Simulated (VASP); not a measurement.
# Zn4SeO3 in VASP: a series of runs

The runs below take Zn4SeO3 through single point, relaxation of cell and atoms, with PBE.

All numbers are computed with VASP 6.6.1; they aren't measurements. Logs are shortened: lines on timing, memory, paths and dates and some standing lists are left out, and cuts for length are marked.

## (1) The cell of the first run

The typed cell holds 8 atoms: a = 4.887 Å, b = 4.904 Å, c = 4.886 Å, α = 90.01°, β = 90.00°, γ = 89.99°.

## (2) Single point, PBE

Input file INCAR:

```
ALGO = Normal ; EDIFF = 1E-7
ENCUT = 520 ; GGA = PE
ISIF = 2 ; ISMEAR = 0
LASPH = T ; LCHARG = T
LELF = T ; LREAL = F
LVHAR = T ; LWAVE = F
NBANDS = 46 ; NELM = 60
PREC = Accurate ; SIGMA = 0.2
```

Input file KPOINTS:

```
k-points
0
Gamma
  4 4 4
```

Input file POSCAR:

```
Zn4SeO3
1.0
    4.8866356620      0.0002094404      0.0000573034
    0.0002439028      4.9037106562     -0.0005431248
    0.0000563059     -0.0005231106      4.8858546156
Zn Se O
4 1 3
Direct
    0.2776252353      0.2773897411      0.2775037930
    0.2775277196      0.7226005782      0.7224546450
    0.7225605575      0.2774086851      0.7224490105
    0.7224202925      0.7225635846      0.2775055209
   -0.0000548440      0.0000214277      0.0000564689
    0.4999581328      0.4999946025      1.0000049665
    0.4999844151      1.0000101927      0.5000479880
    0.9999784911      0.5000111882      0.4999776072
```

Potentials or basis: VASP PAW PBE potentials, release 64 (Zn, Se, O).

Command:

```sh
> cat potpaw_PBE.64/Zn/POTCAR potpaw_PBE.64/Se/POTCAR potpaw_PBE.64/O/POTCAR > POTCAR
> mpirun -np 1 vasp_std > vasp.out
```

OUTCAR:

```text
EDIFF = 1E-7
   ENCUT = 520
   GGA = PE
   ISIF = 2
   ISMEAR = 0
   LASPH = T
   LREAL = F
   NELM = 60
   PREC = Accurate

 ion  position               nearest neighbor table
   1  0.278  0.277  0.278-   6 2.05   8 2.05   7 2.05   5 2.35
   2  0.278  0.723  0.722-   8 2.05   6 2.05   7 2.05   5 2.35
   3  0.723  0.277  0.722-   8 2.05   6 2.05   7 2.05   5 2.35
   4  0.722  0.723  0.278-   6 2.05   8 2.05   7 2.05   5 2.35
   5  1.000  0.000  0.000-   3 2.35   1 2.35   4 2.35   2 2.35
   6  0.500  0.500  0.000-   4 2.05   1 2.05   2 2.05   3 2.05
   7  0.500  0.000  0.500-   1 2.05   4 2.05   3 2.05   2 2.05
   8  1.000  0.500  0.500-   3 2.05   2 2.05   4 2.05   1 2.05

  LATTYP: Found a triclinic cell.
 ALAT       =     8.4730320702
 B/A-ratio  =     0.5767280976
 C/A-ratio  =     0.5766359201
 COS(alpha) =     0.0000232462
 COS(beta)  =     0.5765232629
 COS(gamma) =     0.5767950921

  Lattice vectors:

 A1 = (  -4.8869358707,  -4.9033969860,  -4.8853687942)
 A2 = (  -4.8866356620,  -0.0002094404,  -0.0000573034)
 A3 = (  -0.0000563059,   0.0005231106,  -4.8858546156)

Analysis of symmetry for initial positions (statically):
=====================================================================
 Subroutine PRICEL returns:
 Original cell was already a primitive cell.

 Routine SETGRP: Setting up the symmetry group for a
 triclinic supercell.

 Subroutine GETGRP returns: Found  1 space group operations
 (whereof  1 operations were pure point group operations)
 out of a pool of  2 trial point group operations.

The static configuration has the point symmetry C_1 .

Analysis of symmetry for dynamics (positions and initial velocities):
=====================================================================
 Subroutine PRICEL returns:
 Original cell was already a primitive cell.

 Routine SETGRP: Setting up the symmetry group for a
 triclinic supercell.

 Subroutine GETGRP returns: Found  1 space group operations
 (whereof  1 operations were pure point group operations)
 out of a pool of  2 trial point group operations.

The dynamic configuration has the point symmetry C_1 .

 Subroutine INISYM returns: Found  1 space group operations
 (whereof  1 operations are pure point group operations),
 and found     1 'primitive' translations

----------------------------------------------------------------------------------------

                                     Primitive cell

  volume of cell :     117.0780

  direct lattice vectors                    reciprocal lattice vectors
     4.886635662  0.000209440  0.000057303     0.204639771 -0.000010179 -0.000002359
     0.000243903  4.903710656 -0.000543125    -0.000008741  0.203927206  0.000021834
     0.000056306 -0.000523111  4.885854616    -0.000002401  0.000022669  0.204672486

  length of vectors
     4.886635667  4.903710692  4.885854644     0.204639771  0.203927208  0.204672488

  position of ions in fractional coordinates (direct lattice)
     0.277625235  0.277389741  0.277503793
     0.277527720  0.722600578  0.722454645
     0.722560558  0.277408685  0.722449011
     0.722420292  0.722563585  0.277505521
     0.999945156  0.000021428  0.000056469
     0.499958133  0.499994603  0.000004967
     0.499984415  0.000010193  0.500047988
     0.999978491  0.500011188  0.499977607

  ion indices of the primitive-cell ions
   primitive index   ion index
                 1           1
                 2           2
                 3           3
                 4           4
                 5           5
                 6           6
                 7           7
                 8           8

----------------------------------------------------------------------------------------

 KPOINTS: k-points

Automatic generation of k-mesh.
 Grid dimensions read from file:
 generate k-points for:    4    4    4

 Generating k-lattice:

  Cartesian coordinates                     Fractional coordinates (reciprocal lattice)
     0.051159943 -0.000002545 -0.000000590     0.250000000  0.000000000  0.000000000
    -0.000002185  0.050981802  0.000005458    -0.000000000  0.250000000  0.000000000
    -0.000000600  0.000005667  0.051168122     0.000000000  0.000000000  0.250000000

  Length of vectors
     0.051159943  0.050981802  0.051168122

  Shift w.r.t. Gamma in fractional coordinates (k-lattice)
     0.000000000  0.000000000  0.000000000

 Subroutine IBZKPT returns following result:
 ===========================================

 Found     36 irreducible k-points:

 Following reciprocal coordinates:
            Coordinates               Weight
  0.000000  0.000000  0.000000      1.000000
  0.250000  0.000000 -0.000000      2.000000
  0.500000  0.000000 -0.000000      1.000000
 -0.000000  0.250000  0.000000      2.000000
  0.250000  0.250000  0.000000      2.000000
  0.500000  0.250000 -0.000000      2.000000
[... 16 lines left out ...]
  0.000000 -0.250000  0.250000      2.000000
  0.250000 -0.250000  0.250000      2.000000
 [... further k-points ...]
   k-points           NKPTS =     36   k-points in BZ     NKDIM =     36   number of bands    NBANDS=     46
   number of dos      NEDOS =    301   number of ions     NIONS =      8
   total plane-waves  NPLWV =  46656
   dimension x,y,z NGX =    36 NGY =   36 NGZ =   36
   dimension x,y,z NGXF=    72 NGYF=   72 NGZF=   72
   ions per type =               4   1   3
   NGX,Y,Z   is equivalent  to a cutoff of  12.25, 12.20, 12.25 a.u.
   NGXF,Y,Z  is equivalent  to a cutoff of  24.49, 24.41, 24.50 a.u.
 SYSTEM =  unknown system
   PREC   = accura    normal or accurate (medium, high low for compatibility)
   ISTART =      0    job   : 0-new  1-cont  2-samecut
   ICHARG =      2    charge: 1-file 2-atom 10-const
   ISPIN  =      1    spin polarized calculation?
   LNONCOLLINEAR =      F non collinear calculations
   LSORBIT =      F    spin-orbit coupling
   LASPH  =      T    aspherical Exc in radial PAW
   ENCUT  =  520.0 eV  38.22 Ry    6.18 a.u.   9.09  9.12  9.08*2*pi/ulx,y,z
   NELM   =     60;   NELMIN=  2; NELMDL= -5     # of ELM steps
   EDIFF  = 0.1E-06   stopping-criterion for ELM
   LREAL  =      F    real-space projection
   EDIFFG = 0.1E-05   stopping-criterion for IOM
   NSW    =      0    number of steps for IOM
   IBRION =     -1    ionic relax: 0-MD 1-quasi-New 2-CG
   NFREE  =      0    steps in history (QN), initial steepest desc. (CG)
   ISIF   =      2    stress and relaxation
   ISYM   =      2    0-nonsym 1-usesym 2-fastsym
   POTIM  = 0.5000    time-step for ionic-motion
   TEBEG  =    0.0;   TEEND  =   0.0 temperature during run
   PSTRESS=    0.0 pullay stress
   NELECT =      72.0000    total number of electrons
   NUPDOWN=      -1.0000    fix difference up-down
   EMIN   =  10.00;   EMAX   =-10.00  energy-range for DOS
   EFERMI =   0.00;   METHOD = LEGACY
   ISMEAR =     0;   SIGMA  =   0.20  broadening in eV -4-tet -1-fermi 0-gaus
   EFERMI_NEDOS =   21; number of points for ismear=-14 and -15
   IALGO  =     38    algorithm
   IMIX   =      4    mixing-type and parameters
     AMIX     =   0.40;   BMIX     =  1.00
     AMIX_MAG =   1.60;   BMIX_MAG =  1.00
  volume/ion in A,a.u.               =      14.63        98.76
  Fermi-wavevector in a.u.,A,eV,Ry     =   1.392175  2.630830 26.370155  1.938152
  Thomas-Fermi vector in A             =   2.515943
   LORBIT       =      0    0 simple, 1 ext, 2 COOP (PROOUT), +10 PAW based schemes
   GGA     = PE    functional components
   LHFCALC =     F    Hartree Fock is set to
   AEXX    =    0.0000 exact exchange contribution
   IVDW    =     0    specifies the selected vdW correction
   LEPSILON=     F    determine dielectric tensor
   LRPA    =     F    only Hartree local field effects (RPA)
 non-spin polarized calculation
 Gauss-broadening in eV      SIGMA  =   0.20
  energy-cutoff  :      520.00
  volume of cell :      117.08
 maximum number of plane-waves:      3178
   NGX = 19   NGY = 19   NGZ = 19

 number of electron      71.9999975 magnetization

 Free energy of the ion-electron system (eV)
  ---------------------------------------------------
  ext. energy  EPLUGINS =         0.00000000
  ---------------------------------------------------
  free energy    TOTEN  =       -31.72547229 eV

  energy without entropy =      -31.71753099  energy(sigma->0) =      -31.72150164

 E-fermi :   1.4463     XC(G=0): -10.3566

 val. band max:        1.3383782352   @ k =   0.0000   0.0000   0.0000
 cond. band min:       2.5967484900   @ k =  -0.0000   0.2500   0.0000
 fundamental gap:      1.2583702547
 Fermi energy:         1.4462813484

 k-point     1 :       0.0000    0.0000    0.0000
  band No.  band energies     occupation
      1     -16.2650      2.00000
      2     -15.7655      2.00000
      3     -15.7615      2.00000
      4     -10.8858      2.00000
      5      -4.9507      2.00000
      6      -4.9482      2.00000
[... 38 lines left out ...]
     45      10.5987      0.00000
     46      10.6002      0.00000

 k-point     2 :       0.2500    0.0000   -0.0000
  band No.  band energies     occupation
      1     -16.1964      2.00000
      2     -15.8256      2.00000
      3     -15.7614      2.00000
      4     -10.9035      2.00000
      5      -4.9961      2.00000
      6      -4.8541      2.00000
[... 38 lines left out ...]
     45      10.8951      0.00000
     46      10.9357      0.00000

 k-point     3 :       0.5000    0.0000   -0.0000
  band No.  band energies     occupation
      1     -16.0830      2.00000
      2     -15.9320      2.00000
      3     -15.7601      2.00000
      4     -10.9214      2.00000
      5      -5.0565      2.00000
      6      -4.7592      2.00000
[... 38 lines left out ...]
     45      10.6242      0.00000
     46      10.9167      0.00000

 k-point     4 :      -0.0000    0.2500    0.0000
  band No.  band energies     occupation
      1     -16.1974      2.00000
      2     -15.8223      2.00000
      3     -15.7640      2.00000
      4     -10.9039      2.00000
      5      -4.9976      2.00000
      6      -4.8529      2.00000
[... 920 lines left out ...]
     45      10.2272      0.00000
     46      10.9327      0.00000

 k-point    23 :       0.0000   -0.2500    0.2500
  band No.  band energies     occupation
      1     -16.1369      2.00000
      2     -15.8401      2.00000
      3     -15.7968      2.00000
      4     -10.9097      2.00000
      5      -4.9381      2.00000
      6      -4.8541      2.00000
[... 38 lines left out ...]
     45      10.0288      0.00000
     46      10.7973      0.00000

 k-point    24 :       0.2500   -0.2500    0.2500
  band No.  band energies     occupation
      1     -16.0860      2.00000
      2     -15.8406      2.00000
      3     -15.8358      2.00000
      4     -10.9037      2.00000
      5      -4.9193      2.00000
      6      -4.8040      2.00000
[... 38 lines left out ...]
     45      10.5317      0.00000
     46      10.5333      0.00000

 [... further k-points ...]
[... 5 lines left out ...]
  --------------------------------------------------------------------------------------
  -------------------------------------------------------------------------------------
  Total        0.4418752      0.3403057      0.4474662     -0.0008030      0.0055732      0.0012053
  in kB        6.0469292      4.6569817      6.1234403     -0.0109888      0.0762679      0.0164947
  external PRESSURE =       5.6091171 kB  Pullay stress =       0.0000000 kB

 VOLUME and BASIS-vectors are now :
 -----------------------------------------------------------------------------
  energy-cutoff  :      520.00
  volume of cell :      117.08
      direct lattice vectors                 reciprocal lattice vectors
     4.886635662  0.000209440  0.000057303     0.204639771 -0.000010179 -0.000002359
     0.000243903  4.903710656 -0.000543125    -0.000008741  0.203927206  0.000021834
     0.000056306 -0.000523111  4.885854616    -0.000002401  0.000022669  0.204672486

 POSITION                                       TOTAL-FORCE (eV/Angst)
 -----------------------------------------------------------------------------------
      1.35674      1.36015      1.35571        -0.004630     -0.003343     -0.001935
      1.35639      3.54310      3.52943        -0.003965      0.003859      0.003409
      3.53100      1.36011      3.52967         0.001950     -0.002481      0.002187
      3.53040      3.54325      1.35550         0.004516      0.003842     -0.002155
      4.88637      0.00031      0.00033         0.000715     -0.001708      0.000152
      2.44324      2.45193     -0.00022         0.000743      0.000195     -0.001126
      2.44327     -0.00011      2.44319         0.000129     -0.000313     -0.000686
      4.88668      2.45186      2.44260         0.000542     -0.000051      0.000154
 -----------------------------------------------------------------------------------
    total drift:                               -0.000083      0.000026      0.000030

  FREE ENERGIE OF THE ION-ELECTRON SYSTEM (eV)
  ---------------------------------------------------
  free  energy   TOTEN  =       -31.7254722887 eV

  energy  without entropy=      -31.7175309920  energy(sigma->0) =      -31.72150164
```

It took 5.5 min on 1 thread of Intel Xeon 8259CL, shared host; peak memory 0.3 GiB.

Results:

- Free energy: -31.7255 eV
- Pressure: 0.6 GPa
- Largest force: 0.006 eV/Å
- Band gap on the k mesh: zero (filled and empty bands touch)

Forces in eV/Å, atoms in the order of the input:
```
Zn  -0.005 -0.003 -0.002
Zn  -0.004  0.004  0.003
Zn   0.002 -0.002  0.002
Zn   0.005  0.004 -0.002
Se   0.001 -0.002  0.000
O    0.001  0.000 -0.001
O    0.000  0.000 -0.001
O    0.001  0.000  0.000
```

Levels at points of the mesh, in eV from the Fermi level:
| k point | band 32 | band 33 | band 34 | band 35 | band 36 | band 37 | band 38 | band 39 | band 40 | band 41 |
| --- | --- | --- | --- | --- | --- | --- | --- | --- | --- | --- |
| (0.00, 0.00, 0.00) | -2.17 | -2.17 | -0.22 | -0.12 | -0.11 | -0.11 | 4.27 | 4.27 | 4.49 | 6.49 |
| (0.50, 0.00, 0.00) | -2.18 | -1.74 | -1.74 | -0.71 | -0.71 | 2.28 | 3.78 | 5.85 | 6.65 | 6.69 |
| (0.00, 0.50, 0.00) | -2.20 | -1.74 | -1.74 | -0.70 | -0.70 | 2.27 | 3.77 | 5.83 | 6.67 | 6.67 |
| (0.50, 0.50, 0.00) | -1.85 | -1.80 | -1.34 | -0.66 | -0.66 | 3.30 | 5.32 | 5.34 | 5.88 | 6.24 |
| (0.00, 0.00, 0.50) | -2.18 | -1.74 | -1.74 | -0.71 | -0.71 | 2.28 | 3.78 | 5.85 | 6.65 | 6.69 |
| (0.50, 0.00, 0.50) | -1.86 | -1.79 | -1.34 | -0.64 | -0.64 | 3.31 | 5.34 | 5.34 | 5.88 | 6.26 |
| (0.00, 0.50, 0.50) | -1.85 | -1.80 | -1.34 | -0.66 | -0.66 | 3.30 | 5.32 | 5.34 | 5.88 | 6.24 |
| (0.50, 0.50, 0.50) | -1.35 | -1.34 | -0.32 | -0.31 | -0.31 | 3.21 | 3.22 | 3.22 | 4.87 | 7.11 |

Caveat: semilocal functionals underestimate gaps, so a narrow gap can read as zero.

## (3) Relaxation of cell and atoms, PBE

This run uses another cell than the first one, of 14.68 Å³/atom.

Input file INCAR:

```
SYSTEM = Zn4SeO3
ALGO = Normal
EDIFF = 1E-6
EDIFFG = -0.01
ENCUT = 600
GGA = PE
IBRION = 2
ISIF = 3
ISMEAR = 0
LASPH = .TRUE.
LCHARG = .FALSE.
LREAL = .FALSE.
LWAVE = .FALSE.
NELM = 60
NSW = 100
PREC = Accurate
SIGMA = 0.1
```

Input file KPOINTS:

```
k-points
0
G
  6 6 6
  0 0 0
```

Input file POSCAR:

```
Zn4SeO3
1.0
    4.8967050603      0.0000000000      0.0000000000
    0.0000000000      4.8967050603      0.0000000000
    0.0000000000      0.0000000000      4.8967050603
Zn Se O
4 1 3
Direct
    0.2777054348      0.2777054348      0.2777054348
    0.2777054348      0.7222945652      0.7222945652
    0.7222945652      0.2777054348      0.7222945652
    0.7222945652      0.7222945652      0.2777054348
    0.0000000000      0.0000000000      0.0000000000
    0.5000000000      0.5000000000      0.0000000000
    0.5000000000      0.0000000000      0.5000000000
    0.0000000000      0.5000000000      0.5000000000
```

Potentials or basis: VASP PAW PBE potentials, release 64 (Zn, Se, O).

Command:

```sh
> cat potpaw_PBE.64/Zn/POTCAR potpaw_PBE.64/Se/POTCAR potpaw_PBE.64/O/POTCAR > POTCAR
> mpirun -np 1 vasp_std > vasp.out
```

It took 9.5 min on 1 thread of Intel Xeon 8259CL, shared host; peak memory 0.32 GiB.

The run converged. Its results:

```
Free energy                           : -31.7320 eV
Relaxed volume                        : 14.70 Å³/atom
Relaxed cell                          : a = 4.899 Å, b = 4.899 Å, c = 4.899 Å, α = 90.00°, β = 90.00°, γ = 90.00°
Space group after relaxing (to 0.1 Å) : P-43m (No. 215)
Energy gained by relaxing             : 0.1 meV/atom
Ionic steps                           : 4
Pressure after relaxing               : 0.0 GPa
Largest force after relaxing          : 0.004 eV/Å
Band gap on the k mesh                : zero (filled and empty bands touch)
```

Forces on the atoms (eV/Å):
```
Zn   0.002  0.002  0.002
Zn   0.002 -0.002 -0.002
Zn  -0.002  0.002 -0.002
Zn  -0.002 -0.002  0.002
Se   0.000  0.000  0.000
O    0.000  0.000  0.000
O    0.000  0.000  0.000
O    0.000  0.000  0.000
```

Step by step:
```csv
step,energy change (eV),largest force (eV/Å),pressure (GPa),volume (Å³)
1,0.0000,0.0560,0.18,117.41
2,-0.0005,0.0244,-0.11,117.69
3,-0.0005,0.0206,-0.12,117.73
4,-0.0006,0.0042,0.01,117.60
```

Final structure:
```xyz
8
Lattice="4.8993 0.0000 0.0000 0.0000 4.8993 0.0000 0.0000 0.0000 4.8993" Properties=species:S:1:pos:R:3 pbc="T T T"
Zn    1.3578    1.3578    1.3578
Zn    1.3578    3.5415    3.5415
Zn    3.5415    1.3578    3.5415
Zn    3.5415    3.5415    1.3578
Se    4.8993    4.8993    0.0000
O     2.4497    2.4497    0.0000
O     2.4497    4.8993    2.4497
O     4.8993    2.4497    2.4497
```

Levels at points of the mesh, in eV from the Fermi level:
| k point | band 32 | band 33 | band 34 | band 35 | band 36 | band 37 | band 38 | band 39 | band 40 | band 41 |
| --- | --- | --- | --- | --- | --- | --- | --- | --- | --- | --- |
| (0.00, 0.00, 0.00) | -2.11 | -2.11 | -0.16 | -0.05 | -0.05 | -0.05 | 4.32 | 4.32 | 4.55 | 6.54 |
| (0.50, 0.00, 0.00) | -2.12 | -1.67 | -1.67 | -0.65 | -0.65 | 2.35 | 3.82 | 5.90 | 6.70 | 6.70 |
| (0.50, 0.50, 0.00) | -1.79 | -1.72 | -1.27 | -0.59 | -0.59 | 3.36 | 5.37 | 5.37 | 5.92 | 6.31 |
| (0.50, 0.50, 0.50) | -1.28 | -1.28 | -0.26 | -0.26 | -0.26 | 3.27 | 3.27 | 3.27 | 4.93 | 7.14 |

Caveat: semilocal functionals underestimate gaps, so a narrow gap can read as zero.
